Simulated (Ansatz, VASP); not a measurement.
**Two plane-wave programs on W**

```
W
1.0
     5.05303    0.00000    0.00000
     0.00000    5.05303    0.00000
     0.00000    0.00000    5.05303
W
8
Direct
  0.00000 0.00000 0.00000
  0.50000 0.50000 0.50000
  0.00000 0.50000 0.25000
  0.00000 0.50000 0.75000
  0.25000 0.00000 0.50000
  0.75000 0.00000 0.50000
  0.50000 0.75000 0.00000
  0.50000 0.25000 0.00000
```

Alike in both runs: functional r2SCAN; k mesh 8 × 8 × 8; occupations gaussian, width 0.1 eV; no spin polarisation.

Ansatz relaxed the structure, and its values are those at the end. VASP's run is a single point on that final structure, the one shown.

|  | VASP | Ansatz |
| --- | --- | --- |
| version | VASP 6.6.1 | Ansatz 0.2.0 |
| potentials or method | VASP PAW PBE potentials, release 64 (W_sv), cutoff 520 eV | scalar-relativistic, plane waves, PAW |
| valence electrons in the cell | 112 | 112 |

```tsv
	VASP	Ansatz	Ansatz less VASP
gap on the k mesh at the Fermi level (eV)	none	none	-
pressure (GPa)	1.2	0.0	-1.25
```

VASP's potentials were made for PBE, not for r2SCAN. A gap of «none» marks a metal or a gap that the smearing closes. With one functional, cell and mesh, what is left measures potentials, basis and numerics.

Spin-orbit coupling is off throughout.
